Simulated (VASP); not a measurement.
# HPbNO4: single point with PBE

HPbNO4:

```xyz
7
Lattice="4.1992 0.1112 0.1682 1.9160 3.8913 0.1257 1.7609 1.2526 6.3727" Properties=species:S:1:pos:R:3 pbc="T T T"
H     6.1559    3.5396    4.2374
Pb    3.9410    4.7367    5.7714
N     2.1622    1.5295    2.0021
O     6.1170    3.6060    5.2180
O     2.2525    1.0554    0.8130
O     2.1821    0.7481    2.9790
O     2.0545    2.7723    2.1460
```

| Quantity | Value |
| --- | --- |
| Program | VASP 6.6.1 |
| Task | single point |
| Functional | PBE |
| Potentials or basis | VASP PAW PBE potentials, release 64 (H, Pb_d, N, O) |
| Cutoff | 520 eV |
| k mesh | 10 × 10 × 6 |
| Occupations | fermi-dirac, width 0.05 eV |
| Spin | no spin polarisation |

```
Pressure               : 0.6 GPa
Largest force          : 0.424 eV/Å
Band gap on the k mesh : 2.77 eV, indirect (least direct gap 2.78 eV)
```

Forces on the atoms (eV/Å):
```
H    0.003 -0.008 -0.109
Pb   0.001  0.007  0.001
N    0.006 -0.047 -0.084
O   -0.004  0.005  0.097
O    0.022 -0.118 -0.292
O    0.006 -0.256  0.338
O   -0.035  0.416  0.048
```

Stress tensor (GPa, compression positive):
```
-0.21 -0.06 -0.03
-0.06  0.98 -0.10
-0.03 -0.10  1.01
```

Levels at points of the mesh, in eV from the valence-band top:
```csv
k point,band 19,band 20,band 21,band 22,band 23,band 24,band 25,band 26
"(0.00, 0.00, 0.00)",-2.08,-1.59,-1.38,-0.75,3.52,4.29,5.45,6.20
"(0.50, 0.00, 0.00)",-1.96,-1.51,-0.71,-0.25,3.06,4.51,5.45,6.51
"(0.00, 0.50, 0.00)",-1.58,-1.43,-0.67,-0.12,2.91,4.03,5.15,6.99
"(0.50, 0.50, 0.00)",-1.87,-1.69,-0.63,-0.33,3.16,4.09,5.40,6.40
"(0.00, 0.00, 0.50)",-1.59,-1.52,-1.32,-0.93,3.42,3.75,5.44,6.27
"(0.50, 0.00, 0.50)",-1.97,-1.66,-0.59,-0.29,3.20,4.07,5.30,6.50
"(0.00, 0.50, 0.50)",-1.93,-1.49,-0.46,-0.23,2.94,3.84,5.53,6.99
"(0.50, 0.50, 0.50)",-1.88,-1.58,-0.77,-0.27,2.99,4.58,5.53,6.41
```

It took 11 min on 1 thread of Intel(R) Xeon(R) Platinum 8488C (Sapphire Rapids), on a shared host, peak memory 0.87 GiB.

Caveat: the standard files for N, O and F lose accuracy on very short bonds; spin-orbit coupling is left out, which moves the levels of the heavy elements. A k mesh can miss the band edges.
